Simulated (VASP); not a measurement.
# AgRh (P-6m2) in VASP: notebook

Runs on AgRh. Level: PBE. Tasks: single point.

Everything below comes from runs of VASP 6.6.1. Logs are shortened: lines on timing, memory, paths and dates and some standing lists are left out, and cuts for length are marked.

## (1) The cell of the first run

It takes space group P-6m2 (No. 187, hexagonal). The conventional cell has a = 2.512 Å, b = 2.512 Å, c = 4.349 Å, α = 90.00°, β = 90.00°, γ = 120.00°. Ag (site symmetry -6m2) has 6 Ag at 2.51 Å and 6 Rh at 2.61 Å within 3.3 Å. Within 3.3 Å of Rh (site symmetry -6m2) lie 6 Rh at 2.51 Å and 6 Ag at 2.61 Å.

## (2) Single point, PBE, collinear spin, ferromagnetic start (11.89 Å³/atom)

INCAR reads:

```
SYSTEM = AgRh
ALGO = Normal
EDIFF = 1E-6
ENCUT = 520
GGA = PE
ISIF = 2
ISMEAR = -1
ISPIN = 2
LASPH = .TRUE.
LCHARG = .FALSE.
LMAXMIX = 4
LORBIT = 11
LREAL = .FALSE.
LWAVE = .FALSE.
MAGMOM = 0 1
NBANDS = 24
NELM = 150
PREC = Accurate
SIGMA = 0.05
```

KPOINTS reads:

```
k-points
0
G
  14 14 7
  0 0 0
```

POSCAR reads:

```
AgRh
1.0
    2.5123401083      0.0000000000      0.0000000000
   -1.2561700542      2.1757503567      0.0000000000
    0.0000000000      0.0000000000      4.3494005592
Ag Rh
1 1
Direct
    0.0000000000      0.0000000000      0.5000000000
    0.6666666667      0.3333333333      0.0000000000
```

Potentials or basis: VASP PAW PBE potentials, release 64 (Ag, Rh_pv).

Launch:

```console
> cat potpaw_PBE.64/Ag/POTCAR potpaw_PBE.64/Rh_pv/POTCAR > POTCAR
> mpirun -np 1 vasp_std > vasp.out
```

OUTCAR:

```text
SYSTEM = AgRh
   EDIFF = 1E-6
   ENCUT = 520
   GGA = PE
   ISIF = 2
   ISMEAR = -1
   ISPIN = 2
   LASPH = .TRUE.
   LORBIT = 11
   LREAL = .FALSE.
   NELM = 150
   PREC = Accurate

 ion  position               nearest neighbor table
   1  0.000  0.000  0.500-   2 2.61   2 2.61   2 2.61   2 2.61   2 2.61   2 2.61
   2  0.667  0.333  0.000-   1 2.61   1 2.61   1 2.61   1 2.61   1 2.61   1 2.61

  LATTYP: Found a hexagonal cell.
 ALAT       =     2.5123401083
 C/A-ratio  =     1.7312148721

  Lattice vectors:

 A1 = (   2.5123401083,   0.0000000000,   0.0000000000)
 A2 = (  -1.2561700542,   2.1757503567,   0.0000000000)
 A3 = (   0.0000000000,   0.0000000000,   4.3494005592)

Analysis of symmetry for initial positions (statically):
=====================================================================
 Subroutine PRICEL returns:
 Original cell was already a primitive cell.

 Routine SETGRP: Setting up the symmetry group for a
 hexagonal supercell.

 Subroutine GETGRP returns: Found 12 space group operations
 (whereof 12 operations were pure point group operations)
 out of a pool of 24 trial point group operations.

The static configuration has the point symmetry D_3h.

Analysis of symmetry for dynamics (positions and initial velocities):
=====================================================================
 Subroutine PRICEL returns:
 Original cell was already a primitive cell.

 Routine SETGRP: Setting up the symmetry group for a
 hexagonal supercell.

 Subroutine GETGRP returns: Found 12 space group operations
 (whereof 12 operations were pure point group operations)
 out of a pool of 24 trial point group operations.

The dynamic configuration has the point symmetry D_3h.

Analysis of structural, dynamic, and magnetic symmetry:
=====================================================================
 Subroutine PRICEL returns:
 Original cell was already a primitive cell.

 Routine SETGRP: Setting up the symmetry group for a
 hexagonal supercell.

 Subroutine GETGRP returns: Found 12 space group operations
 (whereof 12 operations were pure point group operations)
 out of a pool of 24 trial point group operations.

The overall configuration has the point symmetry D_3h.

 Subroutine INISYM returns: Found 12 space group operations
 (whereof 12 operations are pure point group operations),
 and found     1 'primitive' translations

----------------------------------------------------------------------------------------

                                     Primitive cell

  volume of cell :      23.7748

  direct lattice vectors                    reciprocal lattice vectors
     2.512340108  0.000000000  0.000000000     0.398035281  0.229805776  0.000000000
    -1.256170054  2.175750357  0.000000000     0.000000000  0.459611553  0.000000000
     0.000000000  0.000000000  4.349400559     0.000000000  0.000000000  0.229916741

  length of vectors
     2.512340108  2.512340108  4.349400559     0.459611553  0.459611553  0.229916741

  position of ions in fractional coordinates (direct lattice)
     0.000000000  0.000000000  0.500000000
     0.666666667  0.333333333  0.000000000

  ion indices of the primitive-cell ions
   primitive index   ion index
                 1           1
                 2           2

----------------------------------------------------------------------------------------

 KPOINTS: k-points

Automatic generation of k-mesh.
 Grid dimensions read from file:
 generate k-points for:   14   14    7

 Generating k-lattice:

  Cartesian coordinates                     Fractional coordinates (reciprocal lattice)
     0.028431091  0.016414698  0.000000000     0.071428571  0.000000000  0.000000000
     0.000000000  0.032829397  0.000000000     0.000000000  0.071428571  0.000000000
     0.000000000  0.000000000  0.032845249     0.000000000  0.000000000  0.142857143

  Length of vectors
     0.032829397  0.032829397  0.032845249

  Shift w.r.t. Gamma in fractional coordinates (k-lattice)
     0.000000000  0.000000000  0.000000000

[... 49 lines left out ...]
 fundamental gap:      0.0162905214
 Fermi energy:        14.2286049641

 spin component 1

 k-point     1 :       0.0000    0.0000    0.0000
  band No.  band energies     occupation
      1     -32.1587      1.00000
      2     -31.7647      1.00000
      3     -31.7647      1.00000
      4       4.5736      1.00000
      5       6.1405      1.00000
      6       8.4026      1.00000
[... 16 lines left out ...]
     23      39.6813      0.00000
     24      39.6813      0.00000

 k-point     2 :       0.0714    0.0000    0.0000
  band No.  band energies     occupation
      1     -32.1506      1.00000
      2     -31.8221      1.00000
      3     -31.7779      1.00000
      4       4.7847      1.00000
      5       6.2851      1.00000
      6       8.2735      1.00000
[... 586 lines left out ...]
 k-point    24 :       0.3571    0.2857    0.0000
  band No.  band energies     occupation
      1     -32.6218      1.00000
      2     -32.4538      1.00000
      3     -31.9744      1.00000
      4       6.8479      1.00000
      5       7.4633      1.00000
      6       8.2059      1.00000
[... 16 lines left out ...]
     23      35.3436      0.00000
     24      41.0091      0.00000

 [... further k-points ...]

 spin component 2

 k-point     1 :       0.0000    0.0000    0.0000
  band No.  band energies     occupation
      1     -32.1580      1.00000
      2     -31.7642      1.00000
      3     -31.7642      1.00000
      4       4.5736      1.00000
      5       6.1406      1.00000
      6       8.4027      1.00000
[... 16 lines left out ...]
     23      39.6814      0.00000
     24      39.6814      0.00000

 k-point     2 :       0.0714    0.0000    0.0000
  band No.  band energies     occupation
      1     -32.1499      1.00000
      2     -31.8217      1.00000
      3     -31.7774      1.00000
      4       4.7847      1.00000
      5       6.2852      1.00000
      6       8.2736      1.00000
[... 586 lines left out ...]
 k-point    24 :       0.3571    0.2857    0.0000
  band No.  band energies     occupation
      1     -32.6214      1.00000
      2     -32.4534      1.00000
      3     -31.9737      1.00000
      4       6.8480      1.00000
      5       7.4633      1.00000
      6       8.2059      1.00000
[... 16 lines left out ...]
     23      35.3445      0.00000
     24      41.0091      0.00000

 [... further k-points ...]

------------------------ aborting loop because EDIFF is reached ----------------------------------------

  FORCE on cell =-STRESS in cart. coord.  units (eV):
  Direction    XX          YY          ZZ          XY          YZ          ZX
  --------------------------------------------------------------------------------------
  -------------------------------------------------------------------------------------
  Total       15.1740645     15.1740645     12.6778999     -0.0000000      0.0000000      0.0000000
  in kB     1022.5760294   1022.5760294    854.3601800     -0.0000000      0.0000000      0.0000000
  external PRESSURE =     966.5040796 kB  Pullay stress =       0.0000000 kB

 VOLUME and BASIS-vectors are now :
 -----------------------------------------------------------------------------
  energy-cutoff  :      520.00
  volume of cell :       23.77
      direct lattice vectors                 reciprocal lattice vectors
     2.512340108  0.000000000  0.000000000     0.398035281  0.229805776  0.000000000
    -1.256170054  2.175750357  0.000000000     0.000000000  0.459611553  0.000000000
     0.000000000  0.000000000  4.349400559     0.000000000  0.000000000  0.229916741

 POSITION                                       TOTAL-FORCE (eV/Angst)
 -----------------------------------------------------------------------------------
      0.00000      0.00000      2.17470         0.000000     -0.000000      0.000000
      1.25617      0.72525      0.00000        -0.000000      0.000000      0.000000
 -----------------------------------------------------------------------------------
    total drift:                               -0.000000      0.000000      0.000000

  FREE ENERGIE OF THE ION-ELECTRON SYSTEM (eV)
  ---------------------------------------------------
  free  energy   TOTEN  =        -7.6931290631 eV

  energy  without entropy=       -7.6759201747  energy(sigma->0) =       -7.68452462

 total charge

# of ion       s       p       d       tot
------------------------------------------
    1        0.574   0.646   9.263  10.483
    2        0.470   6.364   7.333  14.167
--------------------------------------------------
tot          1.044   7.009  16.597  24.650

 magnetization (x)

# of ion       s       p       d       tot
------------------------------------------
    1       -0.000  -0.000   0.000   0.000
    2       -0.000  -0.000   0.001   0.001
--------------------------------------------------
tot         -0.000  -0.000   0.001   0.001
```

Wall time 75 s (1 thread of Intel Xeon 6975P-C, shared host); peak memory 0.21 GiB.

What came out:

```
Free energy                                           : -7.6931 eV
Pressure                                              : 96.7 GPa
Band gap on the k mesh                                : zero (filled and empty bands overlap)
Net moment                                            : 0.00 μB per cell
Valence electrons inside the program's atomic spheres : Ag 10.48; Rh 14.17
```

Stress tensor (GPa, compression positive):
```
102.26   0.00   0.00
  0.00 102.26   0.00
  0.00   0.00  85.44
```

Caveat: the stress differs along the axes, from 85 to 102 GPa.

## (3) Single point, PBE, collinear spin, ferromagnetic start (12.85 Å³/atom)

This run uses another cell than the first one, of 12.85 Å³/atom.

INCAR reads:

```
PREC = Accurate
ENCUT = 520
EDIFF = 1E-7
ISMEAR = -1
SIGMA = 0.05
LREAL = False
LASPH = True
NELM = 150
ALGO = Normal
ISIF = 2
LWAVE = False
LCHARG = False
ISPIN = 2
MAGMOM = 0 1
LORBIT = 11
LMAXMIX = 4
GGA = PE
NBANDS = 24
```

KPOINTS reads:

```
Automatic mesh
0
Gamma
  14 14 7
```

POSCAR reads:

```
AgRh
1.0
    2.5784844745      0.0000000000      0.0000000000
   -1.2892422373      2.2330330582      0.0000000000
    0.0000000000      0.0000000000      4.4639106697
Ag Rh
1 1
Direct
    0.0000000000      0.0000000000      0.5000000000
    0.6666666667      0.3333333333      0.0000000000
```

Potentials or basis: VASP PAW PBE potentials, release 64 (Ag, Rh_pv).

Launch:

```console
> cat potpaw_PBE.64/Ag/POTCAR potpaw_PBE.64/Rh_pv/POTCAR > POTCAR
> mpirun -np 1 vasp_std > vasp.out
```

Run time: 1.9 min. Hardware: 1 thread of Intel Xeon 6975P-C, shared host; peak memory 0.22 GiB.

Results (log left out):

- Free energy: -8.6036 eV
- Pressure: 57.1 GPa
- Band gap on the k mesh: zero (filled and empty bands overlap)
- Net moment: 0.00 μB per cell
- Valence electrons inside the program's atomic spheres: Ag 10.30; Rh 13.98

Stress tensor (GPa, compression positive):
```
60.69  0.00  0.00
 0.00 60.69  0.00
 0.00  0.00 50.03
```

Levels at points of the mesh, in eV from the Fermi level:
Spin up:
```tsv
k point	band 9	band 10	band 11	band 12	band 13	band 14	band 15	band 16	band 17	band 18
(0.00, 0.00, 0.00)	-3.67	-3.67	-2.55	-2.55	-0.40	0.14	0.14	7.08	16.87	17.77
(0.50, 0.00, 0.00)	-3.75	-2.39	-2.31	-0.08	1.60	2.29	4.94	9.93	10.04	13.96
```
Spin down:
```tsv
k point	band 10	band 11	band 12	band 13	band 14	band 15	band 16	band 17
(0.00, 0.00, 0.00)	-3.67	-2.55	-2.55	-0.40	0.14	0.14	7.08	16.87
(0.50, 0.00, 0.00)	-2.39	-2.31	-0.08	1.60	2.29	4.94	9.93	10.04
```

Caveat: the stress differs along the axes, from 50 to 61 GPa.

## (4) Single point, PBE, collinear spin, ferromagnetic start (13.82 Å³/atom)

This run uses another cell than the first one, of 13.82 Å³/atom.

INCAR reads:

```
SYSTEM = AgRh
  PREC = Accurate
  ENCUT = 520
  EDIFF = 1E-6
  ISMEAR = -1
  SIGMA = 0.05
  LREAL = .FALSE.
  LASPH = .TRUE.
  NELM = 150
  ALGO = Normal
  ISIF = 2
  LWAVE = .FALSE.
  LCHARG = .FALSE.
  ISPIN = 2
  MAGMOM = 0 1
  LORBIT = 11
  LMAXMIX = 4
  GGA = PE
  NBANDS = 24
```

KPOINTS reads:

```
Automatic mesh
0
G
  14 14 7
  0 0 0
```

POSCAR reads:

```
AgRh
1.0
    2.6413989987      0.0000000000      0.0000000000
   -1.3206994994      2.2875186344      0.0000000000
    0.0000000000      0.0000000000      4.5728292297
Ag Rh
1 1
Direct
    0.0000000000      0.0000000000      0.5000000000
    0.6666666667      0.3333333333      0.0000000000
```

Launch:

```console
> cat potpaw_PBE.64/Ag/POTCAR potpaw_PBE.64/Rh_pv/POTCAR > POTCAR
> mpirun -np 1 vasp_std > vasp.out
```

Wall time 88 s (1 thread of Intel Xeon 6975P-C, shared host); peak memory 0.23 GiB.

The run converged. Its results:

| Property | Result |
| --- | --- |
| Free energy | -9.1230 eV |
| Pressure | 30.7 GPa |
| Net moment | 0.26 μB per cell |
| Site moments | Ag +0.01; Rh +0.25 μB |
| Valence electrons inside the program's atomic spheres | Ag 10.15; Rh 13.84 |

Stress tensor (GPa, compression positive):
```
32.94  0.00  0.00
 0.00 32.94  0.00
 0.00  0.00 26.37
```

Levels at points of the mesh, in eV from the Fermi level:
Spin up:
```tsv
k point	band 11	band 12	band 13	band 14	band 15	band 16
(0.00, 0.00, 0.00)	-2.34	-2.34	-0.22	0.00	0.00	6.42
(0.50, 0.00, 0.00)	-2.15	-0.21	1.35	2.10	4.58	9.46
```
Spin down:
| k point | band 10 | band 11 | band 12 | band 13 | band 14 | band 15 | band 16 | band 17 |
| --- | --- | --- | --- | --- | --- | --- | --- | --- |
| (0.00, 0.00, 0.00) | -3.44 | -2.22 | -2.22 | -0.20 | 0.27 | 0.27 | 6.49 | 16.85 |
| (0.50, 0.00, 0.00) | -2.26 | -2.07 | 0.03 | 1.49 | 2.13 | 4.63 | 9.48 | 9.51 |

Caveat: the stress differs along the axes, from 26 to 33 GPa; a moment this small can come from the mesh or the smearing.

## (5) Single point, PBE, collinear spin, ferromagnetic start (14.78 Å³/atom)

This run uses another cell than the first one, of 14.78 Å³/atom.

INCAR reads:

```
ALGO = Normal
EDIFF = 1E-6
ENCUT = 520
GGA = PE
ISIF = 2
ISMEAR = -1
ISPIN = 2
LASPH = True
LCHARG = False
LMAXMIX = 4
LORBIT = 11
LREAL = False
LWAVE = False
MAGMOM = 0 1
NBANDS = 24
NELM = 150
PREC = Accurate
SIGMA = 0.05
```

KPOINTS reads:

```
k-points
0
Gamma
  14 14 7
```

POSCAR reads:

```
AgRh
1.0
    2.7014512470      0.0000000000      0.0000000000
   -1.3507256235      2.3395254070      0.0000000000
    0.0000000000      0.0000000000      4.6767925749
Ag Rh
1 1
Direct
    0.0000000000      0.0000000000      0.5000000000
    0.6666666667      0.3333333333      0.0000000000
```

Launch:

```console
> cat potpaw_PBE.64/Ag/POTCAR potpaw_PBE.64/Rh_pv/POTCAR > POTCAR
> mpirun -np 1 vasp_std > vasp.out
```

Wall time 92 s (1 thread of Intel Xeon 6975P-C, shared host); peak memory 0.23 GiB.

The run converged. Its results:

```
Free energy                                           : -9.3807 eV
Pressure                                              : 13.0 GPa
Net moment                                            : 0.38 μB per cell
Site moments                                          : Ag +0.01; Rh +0.37 μB
Valence electrons inside the program's atomic spheres : Ag 10.04; Rh 13.73
```

Stress tensor (GPa, compression positive):
```
14.15  0.00  0.00
 0.00 14.15  0.00
 0.00  0.00 10.67
```

Levels at points of the mesh, in eV from the Fermi level:
Spin up:
```csv
k point,band 9,band 10,band 11,band 12,band 13,band 14,band 15,band 16,band 17,band 18
"(0.00, 0.00, 0.00)",-3.31,-3.31,-2.15,-2.15,-0.07,-0.07,-0.06,5.86,16.78,17.47
"(0.50, 0.00, 0.00)",-3.17,-2.25,-1.94,-0.29,1.15,1.95,4.28,8.96,9.06,12.53
```
Spin down:
| k point | band 11 | band 12 | band 13 | band 14 | band 15 | band 16 |
| --- | --- | --- | --- | --- | --- | --- |
| (0.00, 0.00, 0.00) | -1.97 | -1.97 | -0.04 | 0.31 | 0.31 | 5.97 |
| (0.50, 0.00, 0.00) | -1.81 | 0.06 | 1.36 | 1.99 | 4.35 | 8.98 |

Caveat: the cell stands under pressure; a moment this small can come from the mesh or the smearing.

## (6) Single point, PBE, collinear spin, ferromagnetic start (15.42 Å³/atom)

This run uses another cell than the first one, of 15.42 Å³/atom.

INCAR reads:

```
PREC = Accurate
ENCUT = 520
EDIFF = 1E-6
ISMEAR = -1
SIGMA = 0.05
LREAL = False
LASPH = True
NELM = 150
ALGO = Normal
ISIF = 2
LWAVE = False
LCHARG = True
ISPIN = 2
MAGMOM = 0 1
LORBIT = 11
LMAXMIX = 4
GGA = PE
LELF = True
LVHAR = True
NBANDS = 24
```

KPOINTS reads:

```
Automatic mesh
0
Gamma
  14 14 7
```

POSCAR reads:

```
AgRh
1.0
    2.7400486224      0.0000000000      0.0000000000
   -1.3700243112      2.3729517146      0.0000000000
    0.0000000000      0.0000000000      4.7436129252
Ag Rh
1 1
Direct
    0.0000000000      0.0000000000      0.5000000000
    0.6666666667      0.3333333333      0.0000000000
```

Potentials or basis: VASP PAW PBE potentials, release 64 (Ag, Rh_pv).

Launch:

```console
> cat potpaw_PBE.64/Ag/POTCAR potpaw_PBE.64/Rh_pv/POTCAR > POTCAR
> mpirun -np 1 vasp_std > vasp.out
```

Run time: 94 s. Hardware: 1 thread of Intel Xeon 6975P-C, shared host; peak memory 0.23 GiB.

Results (log left out):

```yaml
Free_energy: -9.4500 eV
Pressure: 4.4 GPa
Net_moment: 0.43 μB per cell
Site_moments: Ag +0.01; Rh +0.41 μB
Valence_electrons_inside_the_program's_atomic_spheres: Ag 9.98; Rh 13.67
```

Stress tensor (GPa, compression positive):
```
5.06 0.00 0.00
0.00 5.06 0.00
0.00 0.00 3.14
```

Levels at points of the mesh, in eV from the Fermi level:
Spin up:
```tsv
k point	band 11	band 12	band 13	band 14	band 15	band 16
(0.00, 0.00, 0.00)	-2.04	-2.04	-0.11	-0.11	0.04	5.54
(0.50, 0.00, 0.00)	-1.82	-0.32	1.04	1.87	4.09	8.66
```
Spin down:
```csv
k point,band 10,band 11,band 12,band 13,band 14,band 15,band 16,band 17
"(0.00, 0.00, 0.00)",-3.18,-1.83,-1.83,0.07,0.31,0.31,5.66,16.69
"(0.50, 0.00, 0.00)",-2.23,-1.67,0.07,1.28,1.91,4.18,8.68,8.89
```

Caveat: the cell stands under pressure; a moment this small can come from the mesh or the smearing.

## (7) Summary

```csv
cell,gap on the mesh (eV),pressure (GPa),moment (μB)
"a = 2.512, b = 2.512, c = 4.349 Å, angles 90.0, 90.0, 120.0°, 2 atoms",none,96.7,0.00
"a = 2.578, b = 2.578, c = 4.464 Å, angles 90.0, 90.0, 120.0°, 2 atoms",none,57.1,0.00
"a = 2.641, b = 2.641, c = 4.573 Å, angles 90.0, 90.0, 120.0°, 2 atoms",none,30.7,0.26
"a = 2.701, b = 2.701, c = 4.677 Å, angles 90.0, 90.0, 120.0°, 2 atoms",none,13.0,0.38
"a = 2.740, b = 2.740, c = 4.744 Å, angles 90.0, 90.0, 120.0°, 2 atoms",none,4.4,0.43
```

Alike in all rows: task single point; level PBE; potentials or basis VASP PAW PBE potentials, release 64 (Ag, Rh_pv); spin collinear, ferromagnetic start; k mesh 14 × 14 × 7; cutoff (eV) 520; smearing fermi-dirac 0.05 eV.

Caveats: a moment this small can come from the mesh or the smearing (at least some runs); the cell stands under pressure (at least some runs); the stress differs along the axes, from 85 to 102 GPa (at least some runs); the stress differs along the axes, from 50 to 61 GPa (at least some runs); the stress differs along the axes, from 26 to 33 GPa (at least some runs).

Total energies depend on the potentials used, so only differences within one code and one set of settings carry meaning.
